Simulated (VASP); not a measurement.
A run of VASP 6.6.1:

The input INCAR:

```
SYSTEM = LiRe3
PREC = Accurate ; ENCUT = 520
EDIFF = 1E-6 ; ISMEAR = 1
SIGMA = 0.1 ; LREAL = .FALSE.
LASPH = .TRUE. ; NELM = 80
ALGO = Normal ; ISIF = 2
LWAVE = .FALSE. ; LCHARG = .FALSE.
GGA = PE ; NBANDS = 20
```

Contents of KPOINTS:

```
Automatic mesh
0
G
  7 7 7
  0 0 0
```

The input POSCAR:

```
LiRe3
1.0
    0.0000000000      2.9976130524      2.9976130524
    2.9976130524      0.0000000000      2.9976130524
    2.9976130524      2.9976130524      0.0000000000
Li Re
1 3
Direct
    0.0000000000      0.0000000000      0.0000000000
    0.7500000000      0.7500000000      0.7500000000
    0.2500000000      0.2500000000      0.2500000000
    0.5000000000      0.5000000000      0.5000000000
```

Potentials or basis: VASP PAW PBE potentials, release 64 (Li_sv, Re).

The run is started by

```bash
$ cat potpaw_PBE.64/Li_sv/POTCAR potpaw_PBE.64/Re/POTCAR > POTCAR
$ mpirun -np 1 vasp_std > vasp.out
```

Hardware: 1 thread of Intel(R) Xeon(R) Platinum 8488C (Sapphire Rapids), on a shared host.

How long does it take, and how much memory?

Wall time 25 s on 1 thread of Intel(R) Xeon(R) Platinum 8488C (Sapphire Rapids), on a shared host, peak memory 0.17 GiB. Counts: scf iterations 13, k points 20.
